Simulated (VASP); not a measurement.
# Be4Se3S (an interface model) in VASP: notebook

Aim: see how the results for Be4Se3S (an interface model) move with the level of theory and the settings. Levels: PBEsol, LDA. Tasks: single point.

All numbers are computed with VASP 6.6.1; they aren't measurements. Logs are shortened: lines on timing, memory, paths and dates and some standing lists are left out, and cuts for length are marked.

### Step 1. The cell of the first run

The cell holds layers of an interface, 8 atoms: a = 3.421 Å, b = 4.838 Å, c = 7.382 Å, α = 90.00°, β = 90.00°, γ = 90.00°.

### Step 2. Single point, PBEsol

File INCAR:

```
SYSTEM = Be4Se3S
  ALGO = Normal
  EDIFF = 1E-6
  ENCUT = 520
  GGA = PS
  ISIF = 2
  ISMEAR = -1
  LASPH = .True.
  LCHARG = .False.
  LREAL = .False.
  LWAVE = .False.
  NBANDS = 26
  NELM = 80
  PREC = Accurate
  SIGMA = 0.05
```

File KPOINTS:

```
k-points
0
Gamma
  3 3 3
  0 0 0
```

File POSCAR:

```
Be4Se3S
1.0
    2.4189980000     -2.4189980000      0.0000000000
    0.0000000000      0.0000000000      4.8379970000
   -5.2197040000     -5.2197040000      0.0000000000
Be Se S
4 3 1
Direct
    0.9749730000      0.9931980000      0.9984800000
    0.0573960000      0.0032880000      0.4812360000
    0.4363760000      0.4976490000      0.7562650000
    0.4988460000      0.4632630000      0.2516650000
    0.9859710000      0.2622630000      0.7339270000
    0.9461560000      0.2534470000      0.2252950000
    0.5043580000      0.7092140000      0.4670800000
    0.5297180000      0.7562020000      0.9940370000
```

Potentials or basis: VASP PAW PBE potentials, release 64 (Be, Se, S).

Launch:

```sh
$ cat potpaw_PBE.64/Be/POTCAR potpaw_PBE.64/Se/POTCAR potpaw_PBE.64/S/POTCAR > POTCAR
$ mpirun -np 1 vasp_std > vasp.out
```

OUTCAR:

```text
SYSTEM = Be4Se3S
   EDIFF = 1E-6
   ENCUT = 520
   GGA = PS
   ISIF = 2
   ISMEAR = -1
   LASPH = .True.
   LREAL = .False.
   NELM = 80
   PREC = Accurate

 ion  position               nearest neighbor table
   1  0.975  0.993  0.998-   8 1.91   6 2.10   8 2.22   5 2.35
   2  0.057  0.003  0.481-   7 2.09   5 2.26   6 2.28   7 2.37
   3  0.436  0.498  0.756-   5 1.92   8 2.18   5 2.20   7 2.38
   4  0.499  0.463  0.252-   6 1.85   7 1.99   6 2.15   8 2.37
   5  0.986  0.262  0.734-   3 1.92   3 2.20   2 2.26   1 2.35
   6  0.946  0.253  0.225-   4 1.85   1 2.10   4 2.15   2 2.28
   7  0.504  0.709  0.467-   4 1.99   2 2.09   2 2.37   3 2.38
   8  0.530  0.756  0.994-   1 1.91   3 2.18   1 2.22   4 2.37

  LATTYP: Found a simple orthorhombic cell.
 ALAT       =     3.4209797790
 B/A-ratio  =     1.4142138547
 C/A-ratio  =     2.1577959138

  Lattice vectors:

 A1 = (   2.4189980000,  -2.4189980000,   0.0000000000)
 A2 = (   0.0000000000,   0.0000000000,   4.8379970000)
 A3 = (  -5.2197040000,  -5.2197040000,   0.0000000000)

Analysis of symmetry for initial positions (statically):
=====================================================================
 Subroutine PRICEL returns:
 Original cell was already a primitive cell.

 Routine SETGRP: Setting up the symmetry group for a
 simple orthorhombic supercell.

 Subroutine GETGRP returns: Found  1 space group operations
 (whereof  1 operations were pure point group operations)
 out of a pool of  8 trial point group operations.

The static configuration has the point symmetry C_1 .

Analysis of symmetry for dynamics (positions and initial velocities):
=====================================================================
 Subroutine PRICEL returns:
 Original cell was already a primitive cell.

 Routine SETGRP: Setting up the symmetry group for a
 simple orthorhombic supercell.

 Subroutine GETGRP returns: Found  1 space group operations
 (whereof  1 operations were pure point group operations)
 out of a pool of  8 trial point group operations.

The dynamic configuration has the point symmetry C_1 .

 Subroutine INISYM returns: Found  1 space group operations
 (whereof  1 operations are pure point group operations),
 and found     1 'primitive' translations

----------------------------------------------------------------------------------------

                                     Primitive cell

  volume of cell :     122.1735

  direct lattice vectors                    reciprocal lattice vectors
     2.418998000 -2.418998000  0.000000000     0.206697153 -0.206697153  0.000000000
     0.000000000  0.000000000  4.837997000     0.000000000  0.000000000  0.206697110
    -5.219704000 -5.219704000  0.000000000    -0.095790872 -0.095790872  0.000000000

  length of vectors
     3.420979779  4.837997000  7.381776188     0.292313917  0.206697110  0.135468751

  position of ions in fractional coordinates (direct lattice)
     0.974973000  0.993198000  0.998480000
     0.057396000  0.003288000  0.481236000
     0.436376000  0.497649000  0.756265000
     0.498846000  0.463263000  0.251665000
     0.985971000  0.262263000  0.733927000
     0.946156000  0.253447000  0.225295000
     0.504358000  0.709214000  0.467080000
     0.529718000  0.756202000  0.994037000

  ion indices of the primitive-cell ions
   primitive index   ion index
                 1           1
                 2           2
                 3           3
                 4           4
                 5           5
                 6           6
                 7           7
                 8           8

----------------------------------------------------------------------------------------

 KPOINTS: k-points

Automatic generation of k-mesh.
 Grid dimensions read from file:
 generate k-points for:    3    3    3

 Generating k-lattice:

  Cartesian coordinates                     Fractional coordinates (reciprocal lattice)
     0.068899051 -0.068899051  0.000000000     0.333333333  0.000000000  0.000000000
     0.000000000  0.000000000  0.068899037     0.000000000  0.333333333  0.000000000
    -0.031930291 -0.031930291  0.000000000     0.000000000  0.000000000  0.333333333

  Length of vectors
     0.097437972  0.068899037  0.045156250

  Shift w.r.t. Gamma in fractional coordinates (k-lattice)
     0.000000000  0.000000000  0.000000000

 Subroutine IBZKPT returns following result:
 ===========================================

 Found     14 irreducible k-points:

 Following reciprocal coordinates:
            Coordinates               Weight
  0.000000  0.000000  0.000000      1.000000
  0.333333  0.000000  0.000000      2.000000
  0.000000  0.333333  0.000000      2.000000
  0.333333  0.333333  0.000000      2.000000
  0.333333 -0.333333  0.000000      2.000000
  0.000000  0.000000  0.333333      2.000000
  0.333333  0.000000  0.333333      2.000000
  0.333333  0.000000 -0.333333      2.000000
  0.000000  0.333333  0.333333      2.000000
  0.000000  0.333333 -0.333333      2.000000
  0.333333  0.333333  0.333333      2.000000
  0.333333 -0.333333 -0.333333      2.000000
 -0.333333  0.333333 -0.333333      2.000000
 -0.333333 -0.333333  0.333333      2.000000
   k-points           NKPTS =     14   k-points in BZ     NKDIM =     14   number of bands    NBANDS=     26
   number of dos      NEDOS =    301   number of ions     NIONS =      8
   total plane-waves  NPLWV =  56448
   dimension x,y,z NGX =    28 NGY =   36 NGZ =   56
   dimension x,y,z NGXF=    56 NGYF=   72 NGZF=  112
   ions per type =               4   3   1
   NGX,Y,Z   is equivalent  to a cutoff of  13.61, 12.37, 12.61 a.u.
   NGXF,Y,Z  is equivalent  to a cutoff of  27.21, 24.74, 25.22 a.u.
 SYSTEM =  Be4Se3S
   PREC   = accura    normal or accurate (medium, high low for compatibility)
   ISTART =      0    job   : 0-new  1-cont  2-samecut
   ICHARG =      2    charge: 1-file 2-atom 10-const
   ISPIN  =      1    spin polarized calculation?
   LNONCOLLINEAR =      F non collinear calculations
   LSORBIT =      F    spin-orbit coupling
   LASPH  =      T    aspherical Exc in radial PAW
   ENCUT  =  520.0 eV  38.22 Ry    6.18 a.u.   6.36  9.00 13.73*2*pi/ulx,y,z
   NELM   =     80;   NELMIN=  2; NELMDL= -5     # of ELM steps
   EDIFF  = 0.1E-05   stopping-criterion for ELM
   LREAL  =      F    real-space projection
   EDIFFG = 0.1E-04   stopping-criterion for IOM
   NSW    =      0    number of steps for IOM
   IBRION =     -1    ionic relax: 0-MD 1-quasi-New 2-CG
   NFREE  =      0    steps in history (QN), initial steepest desc. (CG)
   ISIF   =      2    stress and relaxation
   ISYM   =      2    0-nonsym 1-usesym 2-fastsym
   POTIM  = 0.5000    time-step for ionic-motion
   TEBEG  =    0.0;   TEEND  =   0.0 temperature during run
   PSTRESS=    0.0 pullay stress
   NELECT =      32.0000    total number of electrons
   NUPDOWN=      -1.0000    fix difference up-down
   EMIN   =  10.00;   EMAX   =-10.00  energy-range for DOS
   EFERMI =   0.00;   METHOD = LEGACY
   ISMEAR =    -1;   SIGMA  =   0.05  broadening in eV -4-tet -1-fermi 0-gaus
   EFERMI_NEDOS =   21; number of points for ismear=-14 and -15
   IALGO  =     38    algorithm
   IMIX   =      4    mixing-type and parameters
     AMIX     =   0.40;   BMIX     =  1.00
     AMIX_MAG =   1.60;   BMIX_MAG =  1.00
  volume/ion in A,a.u.               =      15.27       103.06
  Fermi-wavevector in a.u.,A,eV,Ry     =   1.047448  1.979390 14.927597  1.097147
  Thomas-Fermi vector in A             =   2.182329
   LORBIT       =      0    0 simple, 1 ext, 2 COOP (PROOUT), +10 PAW based schemes
   GGA     = PS    functional components
   LHFCALC =     F    Hartree Fock is set to
   AEXX    =    0.0000 exact exchange contribution
   IVDW    =     0    specifies the selected vdW correction
   LEPSILON=     F    determine dielectric tensor
   LRPA    =     F    only Hartree local field effects (RPA)
 non-spin polarized calculation
  energy-cutoff  :      520.00
  volume of cell :      122.17
 maximum number of plane-waves:      3316
 NGX is ok and might be reduce to    28
   NGX = 13   NGY = 17   NGZ = 27

 number of electron      31.9999999 magnetization

 Free energy of the ion-electron system (eV)
  ---------------------------------------------------
  ext. energy  EPLUGINS =         0.00000000
  ---------------------------------------------------
  free energy    TOTEN  =       -36.31218336 eV

  energy without entropy =      -36.31218336  energy(sigma->0) =      -36.31218336

 E-fermi :   5.3762     XC(G=0):  -9.9155

 val. band max:        4.4886356000   @ k =   0.0000   0.0000   0.0000
 cond. band min:       6.2584433385   @ k =   0.0000   0.0000   0.0000
 fundamental gap:      1.7698077385
 Fermi energy:         5.3761708194

 k-point     1 :       0.0000    0.0000    0.0000
  band No.  band energies     occupation
      1     -10.2706      2.00000
      2      -9.0203      2.00000
      3      -8.5521      2.00000
      4      -7.8534      2.00000
      5      -1.2511      2.00000
      6      -0.6524      2.00000
[... 18 lines left out ...]
     25      11.9018      0.00000
     26      12.2033      0.00000

 k-point     2 :       0.3333    0.0000    0.0000
  band No.  band energies     occupation
      1      -9.4746      2.00000
      2      -8.4924      2.00000
      3      -8.0810      2.00000
      4      -7.8268      2.00000
      5      -1.2060      2.00000
      6      -0.9267      2.00000
[... 18 lines left out ...]
     25      11.9652      0.00000
     26      12.6655      0.00000

 k-point     3 :       0.0000    0.3333    0.0000
  band No.  band energies     occupation
      1      -9.8996      2.00000
      2      -8.9655      2.00000
      3      -8.6413      2.00000
      4      -8.3294      2.00000
      5      -2.0431      2.00000
      6      -1.6460      2.00000
[... 18 lines left out ...]
     25      10.8412      0.00000
     26      11.2391      0.00000

 k-point     4 :       0.3333    0.3333    0.0000
  band No.  band energies     occupation
      1      -9.2122      2.00000
      2      -8.4524      2.00000
      3      -8.2309      2.00000
      4      -7.8867      2.00000
      5      -1.7749      2.00000
      6      -1.2333      2.00000
[... 18 lines left out ...]
     25      11.4784      0.00000
     26      11.8036      0.00000

 k-point     5 :       0.3333   -0.3333    0.0000
  band No.  band energies     occupation
      1      -9.2161      2.00000
      2      -8.4433      2.00000
      3      -8.2187      2.00000
      4      -7.9075      2.00000
      5      -1.6390      2.00000
      6      -1.2483      2.00000
[... 18 lines left out ...]
     25      11.4795      0.00000
     26      11.9767      0.00000

 k-point     6 :       0.0000    0.0000    0.3333
  band No.  band energies     occupation
      1     -10.1348      2.00000
      2      -9.4503      2.00000
      3      -8.1979      2.00000
      4      -7.8867      2.00000
      5      -1.1830      2.00000
      6      -0.7088      2.00000
[... 137 lines left out ...]
 k-point    11 :       0.3333    0.3333    0.3333
  band No.  band energies     occupation
      1      -9.1343      2.00000
      2      -8.5863      2.00000
      3      -8.1802      2.00000
      4      -7.9161      2.00000
      5      -1.6469      2.00000
      6      -0.9943      2.00000
[... 18 lines left out ...]
     25      11.8339      0.00000
     26      12.2881      0.00000

 k-point    12 :       0.3333   -0.3333   -0.3333
  band No.  band energies     occupation
      1      -9.1343      2.00000
      2      -8.5882      2.00000
      3      -8.1738      2.00000
      4      -7.9222      2.00000
      5      -1.4863      2.00000
      6      -1.1506      2.00000
[... 18 lines left out ...]
     25      11.8847      0.00000
     26      12.2027      0.00000

 k-point    13 :      -0.3333    0.3333   -0.3333
  band No.  band energies     occupation
      1      -9.1393      2.00000
      2      -8.5665      2.00000
      3      -8.1982      2.00000
      4      -7.9158      2.00000
      5      -1.5309      2.00000
      6      -1.0010      2.00000
[... 18 lines left out ...]
     25      11.4804      0.00000
     26      12.1895      0.00000

 k-point    14 :      -0.3333   -0.3333    0.3333
  band No.  band energies     occupation
      1      -9.1322      2.00000
      2      -8.5814      2.00000
      3      -8.2061      2.00000
      4      -7.8970      2.00000
      5      -1.6500      2.00000
      6      -0.9725      2.00000
[... 18 lines left out ...]
     25      11.5478      0.00000
     26      12.0713      0.00000

------------------------ aborting loop because EDIFF is reached ----------------------------------------

  FORCE on cell =-STRESS in cart. coord.  units (eV):
  Direction    XX          YY          ZZ          XY          YZ          ZX
  --------------------------------------------------------------------------------------
  -------------------------------------------------------------------------------------
  Total        8.8544499      8.0747371      8.9033700     -8.2360575     -1.6477454     -2.3294581
  in kB      116.1168361    105.8917191    116.7583712   -108.0072673    -21.6084553    -30.5484028
  external PRESSURE =     112.9223088 kB  Pullay stress =       0.0000000 kB

 VOLUME and BASIS-vectors are now :
 -----------------------------------------------------------------------------
  energy-cutoff  :      520.00
  volume of cell :      122.17
      direct lattice vectors                 reciprocal lattice vectors
     2.418998000 -2.418998000  0.000000000     0.206697153 -0.206697153  0.000000000
     0.000000000  0.000000000  4.837997000     0.000000000  0.000000000  0.206697110
    -5.219704000 -5.219704000  0.000000000    -0.095790872 -0.095790872  0.000000000

 POSITION                                       TOTAL-FORCE (eV/Angst)
 -----------------------------------------------------------------------------------
     -2.85331     -7.57023      4.80509         1.986793     -0.487279     -0.015043
     -2.37307     -2.65075      0.01591        -0.872098      1.088824     -0.204869
     -2.89189     -5.00307      2.40762         1.970710     -2.021904      2.066236
     -0.10691     -2.52032      2.24127        -1.351570      3.640767      2.302401
     -1.44582     -6.21594      1.26883        -1.720334      1.355370     -2.328669
      1.11278     -3.46472      1.22618         2.630960     -3.182342     -2.526256
     -1.21798     -3.65806      3.43118        -1.147578     -2.287073      1.961262
     -3.90719     -6.46997      3.65850        -1.496883      1.893637     -1.255061
 -----------------------------------------------------------------------------------
    total drift:                               -0.000234      0.000053     -0.000092

  FREE ENERGIE OF THE ION-ELECTRON SYSTEM (eV)
  ---------------------------------------------------
  free  energy   TOTEN  =       -36.3121833588 eV

  energy  without entropy=      -36.3121833557  energy(sigma->0) =      -36.31218336
```

Wall time 44 s (1 thread of Intel Xeon Platinum 8488C (Sapphire Rapids), shared host); peak memory 0.23 GiB.

Results:

```
Free energy            : -36.3122 eV
Pressure               : 11.3 GPa
Largest force          : 4.841 eV/Å
Band gap on the k mesh : 1.77 eV, direct
```

Forces in eV/Å, atoms in the order of the input:
```
Be   1.987 -0.487 -0.015
Be  -0.872  1.089 -0.205
Be   1.971 -2.022  2.066
Be  -1.352  3.641  2.302
Se  -1.720  1.355 -2.329
Se   2.631 -3.182 -2.526
Se  -1.148 -2.287  1.961
S   -1.497  1.894 -1.255
```

Caveat: the k points lie up to 0.61 Å⁻¹ apart; the PAW data sets were made with another functional, which shifts forces and pressure a little.

### Step 3. Single point, LDA

File INCAR:

```
SYSTEM = Be4Se3S
  PREC = Accurate
  ENCUT = 520
  EDIFF = 1E-7
  ISMEAR = -1
  SIGMA = 0.05
  LREAL = .False.
  LASPH = .True.
  NELM = 80
  ALGO = Normal
  ISIF = 2
  LWAVE = .False.
  LCHARG = .False.
  GGA = CA
  NBANDS = 26
```

File KPOINTS:

```
regular mesh
0
Gamma
  4 3 2
  0 0 0
```

POSCAR is that of step 2.

Potentials or basis: VASP PAW LDA potentials, release 64 (Be, Se, S).

Launch:

```sh
$ cat potpaw_LDA.64/Be/POTCAR potpaw_LDA.64/Se/POTCAR potpaw_LDA.64/S/POTCAR > POTCAR
$ mpirun -np 1 vasp_std > vasp.out
```

It took 44 s on 1 thread of Intel Xeon Platinum 8488C (Sapphire Rapids), shared host; peak memory 0.2 GiB.

It converged, with:

```
Free energy            : -38.8848 eV
Pressure               : 8.4 GPa
Largest force          : 4.731 eV/Å
Band gap on the k mesh : 1.70 eV, indirect (least direct gap 1.77 eV)
```

Forces in eV/Å, atoms in the order of the input:
```
Be   1.864 -0.438  0.010
Be  -0.829  1.057 -0.218
Be   1.898 -1.944  2.021
Be  -1.287  3.472  2.307
Se  -1.621  1.250 -2.290
Se   2.545 -3.078 -2.535
Se  -1.168 -2.164  1.943
S   -1.402  1.844 -1.237
```

Stress tensor (GPa, compression positive):
```
 8.34 -9.36 -2.76
-9.36  7.30 -1.89
-2.76 -1.89  9.45
```

Levels at points of the mesh, in eV from the valence-band top:
```
           k point  band 14  band 15  band 16  band 17  band 18  band 19
(0.00, 0.00, 0.00)    -0.64    -0.17     0.00     1.77     3.60     3.88
(0.50, 0.00, 0.00)    -2.83    -1.90    -1.63     1.70     2.40     3.72
(0.00, 0.00, 0.50)    -1.53    -0.99    -0.16     3.18     3.25     4.75
(0.50, 0.00, 0.50)    -2.87    -2.58    -2.22     2.64     3.52     3.76
```

Caveat: the k points lie up to 0.46 Å⁻¹ apart.
